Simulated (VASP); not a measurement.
# MgI2 (P-3m1) in VASP: notebook, part 2 of 2

VASP 6.6.1. Earlier steps stand in the parts before.

**5. Single point, PBE**

File INCAR:

```
SYSTEM = MgI2
PREC = Accurate ; ENCUT = 520
EDIFF = 1E-6 ; ISMEAR = 0
SIGMA = 0.05 ; LREAL = .FALSE.
LASPH = .TRUE. ; NELM = 100
ALGO = Normal ; ISIF = 2
LWAVE = .FALSE. ; LCHARG = .FALSE.
GGA = PE ; NBANDS = 15
```

File KPOINTS:

```
regular mesh
0
G
  6 6 4
  0 0 0
```

File POSCAR:

```
MgI2
1.0
    4.1846439568      0.0000000000      0.0000000000
   -2.0923219784      3.6240079724      0.0000000000
    0.0000000000      0.0000000000      7.7698369697
Mg I
1 2
Direct
    0.0000000000      0.0000000000      0.0000000000
    0.3333333333      0.6666666667      0.7935475476
    0.6666666667      0.3333333333      0.2064524524
```

Potentials or basis: VASP PAW PBE potentials, release 64 (Mg, I).

Run with:

```console
> cat potpaw_PBE.64/Mg/POTCAR potpaw_PBE.64/I/POTCAR > POTCAR
> mpirun -np 1 vasp_std > vasp.out
```

OUTCAR:

```text
SYSTEM = MgI2
   PREC = Accurate
   ENCUT = 520
   EDIFF = 1E-6
   ISMEAR = 0
   LREAL = .FALSE.
   LASPH = .TRUE.
   NELM = 100
   ISIF = 2
   GGA = PE

 ion  position               nearest neighbor table
   1  0.000  0.000  0.000-   2 2.90   3 2.90   3 2.90   2 2.90   3 2.90   2 2.90
   2  0.333  0.667  0.794-   1 2.90   1 2.90   1 2.90
   3  0.667  0.333  0.206-   1 2.90   1 2.90   1 2.90

  LATTYP: Found a hexagonal cell.
 ALAT       =     4.1846439568
 C/A-ratio  =     1.8567498334

  Lattice vectors:

 A1 = (   4.1846439568,   0.0000000000,   0.0000000000)
 A2 = (  -2.0923219784,   3.6240079724,   0.0000000000)
 A3 = (   0.0000000000,   0.0000000000,   7.7698369697)

Analysis of symmetry for initial positions (statically):
[... 33 lines left out ...]
                                     Primitive cell

  volume of cell :     117.8310

  direct lattice vectors                    reciprocal lattice vectors
     4.184643957  0.000000000  0.000000000     0.238968957  0.137968791  0.000000000
    -2.092321978  3.624007972  0.000000000     0.000000000  0.275937583  0.000000000
     0.000000000  0.000000000  7.769836970     0.000000000  0.000000000  0.128702829

  length of vectors
     4.184643957  4.184643957  7.769836970     0.275937583  0.275937583  0.128702829

  position of ions in fractional coordinates (direct lattice)
     0.000000000  0.000000000  0.000000000
     0.333333333  0.666666667  0.793547548
     0.666666667  0.333333333  0.206452452

  ion indices of the primitive-cell ions
   primitive index   ion index
                 1           1
                 2           2
                 3           3

----------------------------------------------------------------------------------------

 KPOINTS: regular mesh

Automatic generation of k-mesh.
 Grid dimensions read from file:
 generate k-points for:    6    6    4

 Generating k-lattice:

  Cartesian coordinates                     Fractional coordinates (reciprocal lattice)
     0.039828159  0.022994799  0.000000000     0.166666667  0.000000000  0.000000000
[... 83 lines left out ...]
   GGA     = PE    functional components
[... 6 lines left out ...]
 Gauss-broadening in eV      SIGMA  =   0.05
  energy-cutoff  :      520.00
  volume of cell :      117.83
 maximum number of plane-waves:      3203
 NGX is ok and might be reduce to    32
   NGX = 15   NGY = 15   NGZ = 29

 number of electron      15.9999999 magnetization

 Free energy of the ion-electron system (eV)
  ---------------------------------------------------
  ext. energy  EPLUGINS =         0.00000000
  ---------------------------------------------------
  free energy    TOTEN  =        -7.71024782 eV

  energy without entropy =       -7.71024782  energy(sigma->0) =       -7.71024782

 E-fermi :   1.2292     XC(G=0):  -7.4543

 val. band max:        0.9926760979   @ k =   0.0000   0.0000   0.0000
 cond. band min:       4.7287919234   @ k =   0.5000   0.0000   0.2500
 fundamental gap:      3.7361158255
 Fermi energy:         1.2291868802

 k-point     1 :       0.0000    0.0000    0.0000
  band No.  band energies     occupation
      1     -10.8640      2.00000
      2     -10.2161      2.00000
      3      -1.9982      2.00000
      4       0.6479      2.00000
      5       0.6479      2.00000
      6       0.8169      2.00000
      7       0.9927      2.00000
      8       0.9927      2.00000
      9       4.9143      0.00000
     10       5.8993      0.00000
     11       7.6803      0.00000
     12       7.6803      0.00000
     13       7.9061      0.00000
     14       9.1196      0.00000
[... 401 lines left out ...]
      2     -10.0306      2.00000
      3      -2.1465      2.00000
      4      -1.4740      2.00000
      5      -1.4740      2.00000
      6      -0.8523      2.00000
      7       0.4721      2.00000
      8       0.4721      2.00000
      9       5.8784      0.00000
     10       7.3491      0.00000
     11       7.3491      0.00000
     12       8.7883      0.00000
     13       9.2285      0.00000
     14       9.4940      0.00000
     15       9.6567      0.00000

------------------------ aborting loop because EDIFF is reached ----------------------------------------

  FORCE on cell =-STRESS in cart. coord.  units (eV):
  Direction    XX          YY          ZZ          XY          YZ          ZX
  --------------------------------------------------------------------------------------
  -------------------------------------------------------------------------------------
  Total        0.7524649      0.7524649      1.2221733     -0.0000000      0.0000000      0.0000000
  in kB       10.2314513     10.2314513     16.6181938     -0.0000000      0.0000000      0.0000000
  external PRESSURE =      12.3603655 kB  Pullay stress =       0.0000000 kB

 VOLUME and BASIS-vectors are now :
 -----------------------------------------------------------------------------
  energy-cutoff  :      520.00
  volume of cell :      117.83
      direct lattice vectors                 reciprocal lattice vectors
     4.184643957  0.000000000  0.000000000     0.238968957  0.137968791  0.000000000
    -2.092321978  3.624007972  0.000000000     0.000000000  0.275937583  0.000000000
     0.000000000  0.000000000  7.769836970     0.000000000  0.000000000  0.128702829

 POSITION                                       TOTAL-FORCE (eV/Angst)
 -----------------------------------------------------------------------------------
      0.00000      0.00000      0.00000        -0.000000      0.000000      0.000000
     -0.00000      2.41601      6.16574        -0.000000      0.000000     -0.381666
      2.09232      1.20800      1.60410         0.000000      0.000000      0.381666
 -----------------------------------------------------------------------------------
    total drift:                               -0.000000      0.000000      0.000000

  FREE ENERGIE OF THE ION-ELECTRON SYSTEM (eV)
  ---------------------------------------------------
  free  energy   TOTEN  =        -7.7102478199 eV

  energy  without entropy=       -7.7102478199  energy(sigma->0) =       -7.71024782
```

Wall time 33 s (1 thread of Intel Xeon Platinum 8259CL at 2.50GHz (Skylake/Cascade Lake), shared host); peak memory 0.24 GiB.

What came out:

| Property | Result |
| --- | --- |
| Free energy | -7.7102 eV |
| Pressure | 1.2 GPa |
| Largest force | 0.382 eV/Å |
| Band gap on the k mesh | 3.74 eV, indirect (least direct gap 3.92 eV) |

Forces in eV/Å, atoms in the order of the input:
```
Mg   0.000  0.000  0.000
I    0.000  0.000 -0.382
I    0.000  0.000  0.382
```

Caveat: spin-orbit coupling is left out, which moves the levels of the heavy elements; this functional lacks dispersion, which binds the layers, so the pressure and a relaxed spacing across them are unreliable. A k mesh can miss the band edges.
